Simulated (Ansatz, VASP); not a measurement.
This is a calculation of CoO for VASP 6.6.1.

INCAR

```
SYSTEM = CoO
ALGO     = Normal         ! electronic algorithm
EDIFF    = 1E-6           ! SCF threshold, eV
EDIFFG   = -0.02          ! ionic threshold
ENCUT    = 600            ! plane-wave cutoff, eV
GGA      = PS             ! functional
IBRION   = 2              ! ionic algorithm
ISIF     = 3              ! what is computed and relaxed
ISMEAR   = -1             ! smearing method
ISPIN    = 2              ! spin polarisation
LASPH    = .TRUE.         ! aspherical terms in the spheres
LCHARG   = .FALSE.        ! write CHGCAR
LMAXMIX  = 4              ! l up to which the mixer works
LORBIT   = 11             ! projections on sites
LREAL    = .FALSE.        ! projectors in reciprocal space
LWAVE    = .FALSE.        ! write WAVECAR
MAGMOM   = 2 0            ! initial moments
NELM     = 150            ! most SCF steps
NSW      = 80             ! ionic steps
PREC     = Accurate       ! precision mode
SIGMA    = 0.05           ! smearing width, eV
```

File KPOINTS:

```
k-points
0
G
  10 10 10
  0 0 0
```

POSCAR

```
CoO
1.0
    1.6022198417      0.9250420569      2.5664708903
   -1.6022198417      0.9250420569      2.5664708903
    0.0000000000     -1.8500841138      2.5664708903
Co O
1 1
Direct
    0.9989783200      0.9989783200      0.9989783200
    0.7510210300      0.7510210300      0.7510210300
```

Potentials or basis: VASP PAW PBE potentials, release 64 (Co, O).

Run with:

```bash
$ cat potpaw_PBE.64/Co/POTCAR potpaw_PBE.64/O/POTCAR > POTCAR
$ mpirun -np 1 vasp_std > vasp.out
```

Q: Translate it to Ansatz 0.2.0. Potentials there: all-electron LAPW, scalar-relativistic.

A: As run (the cutoff follows the program's own potentials):

Contents of input.yaml:

```yaml
crystal:
  lattice:
    - [1.6022198417, 0.9250420569, 2.5664708903]
    - [-1.6022198417, 0.9250420569, 2.5664708903]
    - [0.0, -1.8500841138, 2.5664708903]
  atoms:
    - { symbol: Co, position: [0.99897832, 0.99897832, 0.99897832], spin: 2.0 }
    - { symbol: O, position: [0.75102103, 0.75102103, 0.75102103] }
kpoints:
  mp_grid: { grid: [10, 10, 10] }
scf:
  occupations: { method: fermi_dirac, width: 0.05 }
hamiltonian:
  xc: pbesol
  pseudopotentials: { kind: all_electron, lapw: { basis_error: 0.001 } }
magnetization:
  spin_polarized: true
output:
  forces: true
  stress: true
relax:
  f_tol: 0.02
  max_steps: 60
  cell: {}
```

Potentials or basis: all-electron LAPW, scalar-relativistic.

Command:

```sh
$ ansatz run input.yaml --threads 2 --pin off --max-ram 6144MiB --backend cpu --events-out ev --progress --plain --runs-dir out
```

Both were run:

|  | VASP | Ansatz | Ansatz less VASP |
| --- | --- | --- | --- |
| net moment per atom (μB) | 0.89 | 0.90 | +0.012 |
| size of the moment on the site where the two differ most (μB) | 1.58 | 1.57 | -0.014 |
| relaxed volume (Å³/atom) | 10.23 | 10.26 | +0.025 |
| relaxed cell length with the largest relative difference (Å) | 3.069 | 3.073 | +0.0037 |

VASP's potentials were made for PBE, not for PBEsol. Site moments also hang on the region over which each program counts them. Ansatz ran all-electron here, and VASP with PAW potentials.
